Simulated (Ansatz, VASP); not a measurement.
**SnO2 in VASP and in Ansatz**

INCAR

```
PREC     = Accurate       # precision mode
ENCUT    = 520            # plane-wave cutoff, eV
EDIFF    = 1E-7           # SCF threshold, eV
ISMEAR   = 0              # smearing method
SIGMA    = 0.1            # smearing width, eV
LREAL    = F              # projectors in reciprocal space
LASPH    = T              # aspherical terms in the spheres
NELM     = 60             # most SCF steps
ALGO     = Normal         # electronic algorithm
ISIF     = 2              # what is computed and relaxed
LWAVE    = F              # write WAVECAR
LCHARG   = F              # write CHGCAR
GGA      = PE             # functional
NBANDS   = 35             # bands
```

The input KPOINTS:

```
regular mesh
0
Gamma
  4 4 4
```

Contents of POSCAR:

```
SnO2
1.0
    0.0000000000      3.5744082300      3.5744082300
    3.5744082300      0.0000000000      3.5744082300
    3.5744082300      3.5744082300      0.0000000000
Sn O
2 4
Direct
    0.7500000000      0.7500000000      0.7500000000
    0.2500000000      0.2500000000      0.2500000000
    0.4048007900      0.4048007900      0.4048007900
    0.4048007900      0.4048007900      0.7855976400
    0.4048007900      0.7855976400      0.4048007900
    0.7855976400      0.4048007900      0.4048007900
```

Input for Ansatz:

```yaml
crystal:
  lattice:
    - [0.0, 3.57440823, 3.57440823]
    - [3.57440823, 0.0, 3.57440823]
    - [3.57440823, 3.57440823, 0.0]
  atoms:
    - { symbol: Sn, position: [0.75, 0.75, 0.75] }
    - { symbol: Sn, position: [0.25, 0.25, 0.25] }
    - { symbol: O, position: [0.40480079, 0.40480079, 0.40480079] }
    - { symbol: O, position: [0.40480079, 0.40480079, 0.78559764] }
    - { symbol: O, position: [0.40480079, 0.78559764, 0.40480079] }
    - { symbol: O, position: [0.78559764, 0.40480079, 0.40480079] }
basis:
  ecutwfc: 420
kpoints:
  mp_grid: { grid: [4, 4, 4] }
hamiltonian:
  xc: pbe
scf:
  occupations: { method: gaussian, width: 0.1 }
  lower_state_search: "off"
output:
  forces: true
  stress: true
  eigenvalues: true
```

Alike in both runs: task single point; functional PBE; k mesh 4 × 4 × 4; occupations gaussian, width 0.1 eV; no spin polarisation.

|  | VASP | Ansatz |
| --- | --- | --- |
| version | VASP 6.6.1 | Ansatz 0.2.0 |
| potentials or method | VASP PAW PBE potentials, release 64 (Sn_d, O), cutoff 520 eV | scalar-relativistic, plane waves, PAW |
| valence electrons in the cell | 52 | 52 |

|  | VASP | Ansatz | Ansatz less VASP |
| --- | --- | --- | --- |
| gap on the k mesh at the Fermi level (eV) | none | none | - |
| pressure (GPa) | 25.5 | 25.4 | -0.12 |
| rms of the force components (eV/Å) | 1.947 | 1.997 | +0.0499 |

Atom by atom the forces differ by 0.050 eV/Å (rms over components). A gap of «none» marks a metal or a gap that the smearing closes.

The k mesh is coarse, so the values compare programs but aren't converged.
